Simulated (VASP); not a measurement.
Write the native input for VASP 6.6.1 that does the following.

```
Task                   : single point
Functional             : PBEsol
Potentials or basis    : VASP PAW PBE potentials, release 64 (Al)
Cutoff                 : 520 eV
k mesh                 : 18 × 18 × 10
Occupations            : gaussian, width 0.15 eV
Spin                   : no spin polarisation
Dipole correction      : no
Further INCAR settings : ALGO = Normal; EDIFF = 1e-06; NBANDS = 10
```

The structure of Al lies in POSCAR:

```
Al
1.0
    2.8496988417      0.0000000000      0.0000000000
   -1.4248494208      2.4679115900      0.0000000000
    0.0000000000      0.0000000000      4.6382883863
Al
2
Direct
    0.6666666667      0.3333333333      0.7500000000
    0.3333333333      0.6666666667      0.2500000000
```

The input as run:

INCAR

```
SYSTEM = Al
PREC = Accurate
ENCUT = 520
EDIFF = 1E-6
ISMEAR = 0
SIGMA = 0.15
LREAL = .FALSE.
LASPH = .TRUE.
NELM = 60
ALGO = Normal
ISIF = 2
LWAVE = .FALSE.
LCHARG = .FALSE.
GGA = PS
NBANDS = 10
```

KPOINTS

```
regular mesh
0
G
  18 18 10
  0 0 0
```

Potentials or basis: VASP PAW PBE potentials, release 64 (Al).

Run with:

```bash
$ cat potpaw_PBE.64/Al/POTCAR > POTCAR
$ mpirun -np 1 vasp_std > vasp.out
```

Results of the run:

```
Pressure               : 0.1 GPa
Band gap on the k mesh : zero (band 3 reaches 12.25 eV, above the bottom of band 4 at 4.83 eV)
```

Caveat: the PAW data sets were made with another functional, which shifts forces and pressure a little.

It took 21 s on 1 thread of AMD EPYC 9R45 96-Core Processor (Zen 5), with other jobs on the host, peak memory 0.16 GiB.
